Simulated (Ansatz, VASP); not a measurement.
**SrO in VASP and in Ansatz**

```
CELL_PARAMETERS angstrom
3.57679 0.00000 0.00000
-1.78840 3.09759 0.00000
0.00000 0.00000 6.24297
ATOMIC_POSITIONS crystal
Sr 0.33333 0.66667 0.25000
Sr 0.66667 0.33333 0.75000
O 0.00000 0.00000 0.00000
O 0.00000 0.00000 0.50000
```

Alike in both runs: task single point; functional r2SCAN; k mesh 9 × 9 × 4; occupations gaussian, width 0.02 eV; no spin polarisation.

|  | VASP | Ansatz |
| --- | --- | --- |
| version | VASP 6.6.1 | Ansatz 0.2.0 |
| potentials or method | VASP PAW PBE potentials, release 64 (Sr_sv, O), cutoff 520 eV | scalar-relativistic, plane waves, PAW |
| valence electrons in the cell | 32 | 32 |

VASP gave:

| Item | Value |
| --- | --- |
| gap on the k mesh at the Fermi level (eV) | 3.50 |
| least direct gap on the mesh (eV) | 3.55 |
| pressure (GPa) | -1.4 |
| traceless stress, the component that is largest in VASP (GPa) | 0.12 |

Question: Which values does Ansatz return?

Answer: gap on the k mesh at the Fermi level (eV): 3.54; least direct gap on the mesh (eV): 3.54; pressure (GPa): -1.9; traceless stress, the component that is largest in VASP (GPa): 0.13.

VASP's potentials were made for PBE, not for r2SCAN. The functional is the same, so the differences come from potentials, cutoffs and numerics.
